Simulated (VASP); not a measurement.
# Pt (Fm-3m) in VASP: further runs

Pt is run at these levels: PBE; tasks: single point.

All numbers are computed with VASP 6.6.1; they aren't measurements. Logs are shortened: lines on timing, memory, paths and dates and some standing lists are left out, and cuts for length are marked.

### Step 1. The cell of the first run

The structure is cubic, space group Fm-3m (No. 225). The conventional cell has a = 3.971 Å, b = 3.971 Å, c = 3.971 Å, α = 90.00°, β = 90.00°, γ = 90.00°. Within 3.7 Å of Pt (site symmetry m-3m) lie 12 Pt at 2.81 Å.

### Step 2. Single point, PBE

Input file INCAR:

```
SYSTEM = Pt
PREC = Accurate
ENCUT = 520
EDIFF = 1E-6
ISMEAR = -1
SIGMA = 0.06122561905347299
LREAL = .False.
LASPH = .True.
NELM = 100
ALGO = Normal
ISIF = 2
LWAVE = .False.
LCHARG = .False.
GGA = PE
NBANDS = 11
```

Input file KPOINTS:

```
regular mesh
0
Gamma
  16 16 16
  0 0 0
```

Input file POSCAR:

```
Pt
1.0
    0.0000000000      1.9855454461      1.9855454461
    1.9855454461      0.0000000000      1.9855454461
    1.9855454461      1.9855454461      0.0000000000
Pt
1
Direct
    0.0000000000      0.0000000000      0.0000000000
```

Potentials or basis: VASP PAW PBE potentials, release 64 (Pt).

Launch:

```
$ cat potpaw_PBE.64/Pt/POTCAR > POTCAR
$ mpirun -np 1 vasp_std > vasp.out
```

OUTCAR:

```text
SYSTEM = Pt
   PREC = Accurate
   ENCUT = 520
   EDIFF = 1E-6
   ISMEAR = -1
   LREAL = .False.
   LASPH = .True.
   NELM = 100
   ISIF = 2
   GGA = PE

 ion  position               nearest neighbor table
   1  0.000  0.000  0.000-

  LATTYP: Found a face centered cubic cell.
 ALAT       =     3.9710908922

  Lattice vectors:

 A1 = (   0.0000000000,   1.9855454461,   1.9855454461)
 A2 = (   1.9855454461,   0.0000000000,   1.9855454461)
 A3 = (   1.9855454461,   1.9855454461,   0.0000000000)

Analysis of symmetry for initial positions (statically):
=====================================================================
 Subroutine PRICEL returns:
 Original cell was already a primitive cell.

 Routine SETGRP: Setting up the symmetry group for a
 face centered cubic supercell.

 Subroutine GETGRP returns: Found 48 space group operations
 (whereof 48 operations were pure point group operations)
 out of a pool of 48 trial point group operations.

The static configuration has the point symmetry O_h .

Analysis of symmetry for dynamics (positions and initial velocities):
=====================================================================
 Subroutine PRICEL returns:
 Original cell was already a primitive cell.

 Routine SETGRP: Setting up the symmetry group for a
 face centered cubic supercell.

 Subroutine GETGRP returns: Found 48 space group operations
 (whereof 48 operations were pure point group operations)
 out of a pool of 48 trial point group operations.

The dynamic configuration has the point symmetry O_h .

 Subroutine INISYM returns: Found 48 space group operations
 (whereof 48 operations are pure point group operations),
 and found     1 'primitive' translations

----------------------------------------------------------------------------------------

                                     Primitive cell

  volume of cell :      15.6556

  direct lattice vectors                    reciprocal lattice vectors
     0.000000000  1.985545446  1.985545446    -0.251819973  0.251819973  0.251819973
     1.985545446  0.000000000  1.985545446     0.251819973 -0.251819973  0.251819973
     1.985545446  1.985545446  0.000000000     0.251819973  0.251819973 -0.251819973

  length of vectors
     2.807985299  2.807985299  2.807985299     0.436164987  0.436164987  0.436164987

  position of ions in fractional coordinates (direct lattice)
     0.000000000  0.000000000  0.000000000

  ion indices of the primitive-cell ions
   primitive index   ion index
                 1           1

----------------------------------------------------------------------------------------

 KPOINTS: regular mesh

Automatic generation of k-mesh.
 Grid dimensions read from file:
 generate k-points for:   16   16   16

 Generating k-lattice:

  Cartesian coordinates                     Fractional coordinates (reciprocal lattice)
    -0.015738748  0.015738748  0.015738748     0.062500000  0.000000000  0.000000000
     0.015738748 -0.015738748  0.015738748     0.000000000  0.062500000  0.000000000
     0.015738748  0.015738748 -0.015738748     0.000000000  0.000000000  0.062500000

  Length of vectors
     0.027260312  0.027260312  0.027260312

  Shift w.r.t. Gamma in fractional coordinates (k-lattice)
     0.000000000  0.000000000  0.000000000

 Subroutine IBZKPT returns following result:
 ===========================================

 Found    145 irreducible k-points:

 Following reciprocal coordinates:
            Coordinates               Weight
  0.000000  0.000000  0.000000      1.000000
  0.062500  0.000000  0.000000      8.000000
  0.125000  0.000000  0.000000      8.000000
  0.187500  0.000000  0.000000      8.000000
  0.250000  0.000000  0.000000      8.000000
  0.312500  0.000000  0.000000      8.000000
[... 16 lines left out ...]
 -0.125000  0.062500  0.000000     24.000000
 -0.062500  0.062500  0.000000     12.000000
 [... further k-points ...]
   k-points           NKPTS =    145   k-points in BZ     NKDIM =    145   number of bands    NBANDS=     11
   number of dos      NEDOS =    301   number of ions     NIONS =      1
   total plane-waves  NPLWV =  13824
   dimension x,y,z NGX =    24 NGY =   24 NGZ =   24
   dimension x,y,z NGXF=    48 NGYF=   48 NGZF=   48
   ions per type =               1
   NGX,Y,Z   is equivalent  to a cutoff of  14.21, 14.21, 14.21 a.u.
   NGXF,Y,Z  is equivalent  to a cutoff of  28.42, 28.42, 28.42 a.u.
 SYSTEM =  Pt
   PREC   = accura    normal or accurate (medium, high low for compatibility)
   ISTART =      0    job   : 0-new  1-cont  2-samecut
   ICHARG =      2    charge: 1-file 2-atom 10-const
   ISPIN  =      1    spin polarized calculation?
   LNONCOLLINEAR =      F non collinear calculations
   LSORBIT =      F    spin-orbit coupling
   LASPH  =      T    aspherical Exc in radial PAW
   ENCUT  =  520.0 eV  38.22 Ry    6.18 a.u.   5.22  5.22  5.22*2*pi/ulx,y,z
   NELM   =    100;   NELMIN=  2; NELMDL= -5     # of ELM steps
   EDIFF  = 0.1E-05   stopping-criterion for ELM
   LREAL  =      F    real-space projection
   EDIFFG = 0.1E-04   stopping-criterion for IOM
   NSW    =      0    number of steps for IOM
   IBRION =     -1    ionic relax: 0-MD 1-quasi-New 2-CG
   NFREE  =      0    steps in history (QN), initial steepest desc. (CG)
   ISIF   =      2    stress and relaxation
   ISYM   =      2    0-nonsym 1-usesym 2-fastsym
   POTIM  = 0.5000    time-step for ionic-motion
   TEBEG  =    0.0;   TEEND  =   0.0 temperature during run
   PSTRESS=    0.0 pullay stress
   NELECT =      10.0000    total number of electrons
   NUPDOWN=      -1.0000    fix difference up-down
   EMIN   =  10.00;   EMAX   =-10.00  energy-range for DOS
   EFERMI =   0.00;   METHOD = LEGACY
   ISMEAR =    -1;   SIGMA  =   0.06  broadening in eV -4-tet -1-fermi 0-gaus
   EFERMI_NEDOS =   21; number of points for ismear=-14 and -15
   IALGO  =     38    algorithm
   IMIX   =      4    mixing-type and parameters
     AMIX     =   0.40;   BMIX     =  1.00
     AMIX_MAG =   1.60;   BMIX_MAG =  1.00
  volume/ion in A,a.u.               =      15.66       105.65
  Fermi-wavevector in a.u.,A,eV,Ry     =   1.409889  2.664304 27.045494  1.987788
  Thomas-Fermi vector in A             =   2.531899
   LORBIT       =      0    0 simple, 1 ext, 2 COOP (PROOUT), +10 PAW based schemes
   GGA     = PE    functional components
   LHFCALC =     F    Hartree Fock is set to
   AEXX    =    0.0000 exact exchange contribution
   IVDW    =     0    specifies the selected vdW correction
   LEPSILON=     F    determine dielectric tensor
   LRPA    =     F    only Hartree local field effects (RPA)
 non-spin polarized calculation
  energy-cutoff  :      520.00
  volume of cell :       15.66
 maximum number of plane-waves:       444
 NGX is ok and might be reduce to    24
   NGX = 11   NGY = 11   NGZ = 11

 number of electron      10.0000002 magnetization

 Free energy of the ion-electron system (eV)
  ---------------------------------------------------
  ext. energy  EPLUGINS =         0.00000000
  ---------------------------------------------------
  free energy    TOTEN  =        -6.10943730 eV

  energy without entropy =       -6.08362466  energy(sigma->0) =       -6.09653098

 E-fermi :  10.5399     XC(G=0): -13.2677

 val. band max:       10.5262227209   @ k =  -0.2500   0.1250   0.0000
 cond. band min:      10.5509469962   @ k =   0.5000   0.5000   0.0000
 fundamental gap:      0.0247242753
 Fermi energy:        10.5399132169

 k-point     1 :       0.0000    0.0000    0.0000
  band No.  band energies     occupation
      1       0.7581      2.00000
      2       6.9911      2.00000
      3       6.9911      2.00000
      4       6.9911      2.00000
      5       9.0163      2.00000
      6       9.0163      2.00000
      7      25.2976      0.00000
      8      30.0532      0.00000
      9      30.0532      0.00000
     10      30.0532      0.00000
     11      35.2638      0.00000

 k-point     2 :       0.0625    0.0000    0.0000
  band No.  band energies     occupation
      1       0.9097      2.00000
      2       6.9256      2.00000
      3       7.0503      2.00000
      4       7.0503      2.00000
      5       8.9841      2.00000
      6       8.9841      2.00000
      7      25.5267      0.00000
      8      29.2352      0.00000
      9      30.2799      0.00000
     10      30.2799      0.00000
     11      36.1294      0.00000

 k-point     3 :       0.1250    0.0000    0.0000
  band No.  band energies     occupation
      1       1.3476      2.00000
      2       6.7651      2.00000
      3       7.1985      2.00000
      4       7.1985      2.00000
      5       8.9241      2.00000
      6       8.9241      2.00000
      7      26.1235      0.00000
      8      27.5963      0.00000
      9      30.9312      0.00000
     10      30.9312      0.00000
     11      36.2953      0.00000

 k-point     4 :       0.1875    0.0000    0.0000
  band No.  band energies     occupation
      1       2.0092      2.00000
      2       6.6153      2.00000
      3       7.3372      2.00000
      4       7.3372      2.00000
      5       8.9495      2.00000
      6       8.9495      2.00000
      7      25.6952      0.00000
      8      26.8062      0.00000
      9      31.9041      0.00000
     10      31.9041      0.00000
     11      34.4458      0.00000

 k-point     5 :       0.2500    0.0000    0.0000
  band No.  band energies     occupation
      1       2.7471      2.00000
      2       6.6652      2.00000
      3       7.3450      2.00000
      4       7.3450      2.00000
      5       9.1887      2.00000
      6       9.1887      2.00000
      7      23.6493      0.00000
      8      26.8749      0.00000
      9      32.7848      0.00000
     10      32.7848      0.00000
     11      33.7679      0.00000

 k-point     6 :       0.3125    0.0000    0.0000
  band No.  band energies     occupation
      1       3.3100      2.00000
      2       7.1791      2.00000
      3       7.2289      2.00000
      4       7.2289      2.00000
      5       9.6167      2.00000
      6       9.6167      2.00000
      7      21.3886      0.00000
      8      26.2342      0.00000
      9      32.0173      0.00000
     10      32.0173      0.00000
     11      34.7354      0.00000

 k-point     7 :       0.3750    0.0000    0.0000
  band No.  band energies     occupation
      1       3.5572      2.00000
      2       7.0827      2.00000
      3       7.0827      2.00000
      4       8.2502      2.00000
      5      10.0870      1.99877
      6      10.0870      1.99877
      7      19.0675      0.00000
      8      25.5028      0.00000
      9      30.6160      0.00000
     10      30.6160      0.00000
     11      36.6122      0.00000

 k-point     8 :       0.4375    0.0000    0.0000
  band No.  band energies     occupation
      1       3.6127      2.00000
      2       6.9735      2.00000
      3       6.9735      2.00000
      4       9.5461      2.00000
      5      10.4490      1.63080
      6      10.4490      1.63080
      7      17.0472      0.00000
      8      25.0182      0.00000
      9      29.6302      0.00000
     10      29.6302      0.00000
     11      37.8776      0.00000
[... 141 lines left out ...]
 k-point    19 :      -0.3750    0.0625    0.0000
  band No.  band energies     occupation
      1       3.7152      2.00000
      2       6.9718      2.00000
      3       7.1172      2.00000
      4       8.3059      2.00000
      5      10.0041      1.99968
      6      10.8527      0.01201
      7      18.3693      0.00000
      8      25.4890      0.00000
      9      29.0931      0.00000
     10      30.6938      0.00000
     11      36.1828      0.00000

 k-point    20 :      -0.3125    0.0625    0.0000
  band No.  band energies     occupation
      1       3.5570      2.00000
      2       7.0924      2.00000
      3       7.2562      2.00000
      4       7.3102      2.00000
      5       9.4794      2.00000
      6      10.2809      1.97131
      7      20.6666      0.00000
      8      26.1250      0.00000
      9      29.9071      0.00000
     10      32.3848      0.00000
     11      34.3503      0.00000

 k-point    21 :      -0.2500    0.0625    0.0000
  band No.  band energies     occupation
      1       3.0973      2.00000
      2       6.6206      2.00000
      3       7.3105      2.00000
      4       7.4040      2.00000
      5       8.9819      2.00000
      6       9.7479      2.00000
      7      22.9943      0.00000
      8      26.8383      0.00000
      9      30.8265      0.00000
     10      32.8220      0.00000
     11      34.4520      0.00000

 k-point    22 :      -0.1875    0.0625    0.0000
  band No.  band energies     occupation
      1       2.3840      2.00000
      2       6.4893      2.00000
      3       7.3887      2.00000
      4       7.4455      2.00000
      5       8.6860      2.00000
      6       9.3351      2.00000
      7      25.1139      0.00000
      8      27.0613      0.00000
      9      30.8840      0.00000
     10      33.0048      0.00000
     11      33.2966      0.00000

 k-point    23 :      -0.1250    0.0625    0.0000
  band No.  band energies     occupation
      1       1.6762      2.00000
      2       6.6180      2.00000
      3       7.3073      2.00000
      4       7.3273      2.00000
      5       8.6879      2.00000
      6       9.1180      2.00000
      7      26.5143      0.00000
      8      26.9971      0.00000
      9      30.3264      0.00000
     10      31.9456      0.00000
     11      34.9715      0.00000

 k-point    24 :      -0.0625    0.0625    0.0000
  band No.  band energies     occupation
      1       1.1576      2.00000
      2       6.8043      2.00000
      3       7.1327      2.00000
      4       7.1744      2.00000
      5       8.8378      2.00000
      6       9.0426      2.00000
      7      25.8857      0.00000
      8      28.4591      0.00000
      9      30.0777      0.00000
     10      30.9148      0.00000
     11      36.7893      0.00000

 [... further k-points ...]
[... 5 lines left out ...]
  --------------------------------------------------------------------------------------
  -------------------------------------------------------------------------------------
  Total       -0.0623300     -0.0623300     -0.0623300      0.0000000      0.0000000     -0.0000000
  in kB       -6.3787927     -6.3787927     -6.3787927      0.0000000      0.0000000     -0.0000000
  external PRESSURE =      -6.3787927 kB  Pullay stress =       0.0000000 kB

 VOLUME and BASIS-vectors are now :
 -----------------------------------------------------------------------------
  energy-cutoff  :      520.00
  volume of cell :       15.66
      direct lattice vectors                 reciprocal lattice vectors
     0.000000000  1.985545446  1.985545446    -0.251819973  0.251819973  0.251819973
     1.985545446  0.000000000  1.985545446     0.251819973 -0.251819973  0.251819973
     1.985545446  1.985545446  0.000000000     0.251819973  0.251819973 -0.251819973

 POSITION                                       TOTAL-FORCE (eV/Angst)
 -----------------------------------------------------------------------------------
      0.00000      0.00000      0.00000         0.000000      0.000000      0.000000
 -----------------------------------------------------------------------------------
    total drift:                               -0.000000     -0.000000     -0.000000

  FREE ENERGIE OF THE ION-ELECTRON SYSTEM (eV)
  ---------------------------------------------------
  free  energy   TOTEN  =        -6.1094372966 eV

  energy  without entropy=       -6.0836246648  energy(sigma->0) =       -6.09653098
```

It took 13 s on 1 thread of Intel Xeon Platinum 8488C (Sapphire Rapids), shared host; peak memory 0.16 GiB.

What came out:

* Free energy: -6.1094 eV
* Pressure: -0.6 GPa
* Band gap on the k mesh: zero (band 5 reaches 11.01 eV, above the bottom of band 6 at 8.92 eV)

Caveat: spin-orbit coupling is left out, which moves the levels of the heavy elements.

(Continued in part 2 of 2.)
